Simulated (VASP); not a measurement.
Set up this calculation in VASP 6.6.1, as the native input.

- Task: relaxation of shape and atoms at fixed volume
- Functional: PBE
- Potentials or basis: VASP PAW PBE potentials, release 64 (Cd, Se, S)
- Cutoff: 600 eV
- k mesh: 6 × 6 × 6
- Occupations: gaussian, width 0.02 eV
- Spin: no spin polarisation
- Dipole correction: no
- Further INCAR settings: ALGO = Normal; EDIFF = 1e-06; IBRION = 2; EDIFFG = -0.01; NSW = 50; ISIF = 4

The structure of Cd4SeS3 lies in POSCAR:

```
Cd4SeS3
1.0
   -2.9661961822      2.9661961822      5.9286458658
    2.9661961822     -2.9661961822      5.9286458658
    2.9661961822      2.9661961822     -5.9286458658
Cd Se S
4 1 3
Direct
    0.8851041164      0.3707581144      0.0000000000
    0.3707581144      0.8851041164      0.0000000000
    0.1148958836      0.1148958836      0.4856539980
    0.6292418856      0.6292418856      0.5143460020
    0.5000000000      0.5000000000      0.0000000000
    0.7500000000      0.2500000000      0.5000000000
    0.2500000000      0.7500000000      0.5000000000
    0.0000000000      0.0000000000      0.0000000000
```

One way to write it, as run:

INCAR

```
SYSTEM = Cd4SeS3
PREC = Accurate
ENCUT = 600
EDIFF = 1E-6
ISMEAR = 0
SIGMA = 0.02
LREAL = .FALSE.
LASPH = .TRUE.
NELM = 80
ALGO = Normal
ISIF = 4
LWAVE = .FALSE.
LCHARG = .FALSE.
GGA = PE
IBRION = 2
NSW = 50
EDIFFG = -0.01
```

KPOINTS

```
regular mesh
0
G
  6 6 6
  0 0 0
```

Potentials or basis: VASP PAW PBE potentials, release 64 (Cd, Se, S).

Launch:

```console
$ cat potpaw_PBE.64/Cd/POTCAR potpaw_PBE.64/Se/POTCAR potpaw_PBE.64/S/POTCAR > POTCAR
$ mpirun -np 1 vasp_std > vasp.out
```

It gave:

The energy gained by relaxing is 0.0 meV/atom, the ionic steps are 3 and the pressure after relaxing is 2.0 GPa. The band gap on the k mesh is 0.95 eV.

It took 20 min on 1 thread of Oxide Virtual Turin-like Processor, on a shared host, peak memory 0.66 GiB.
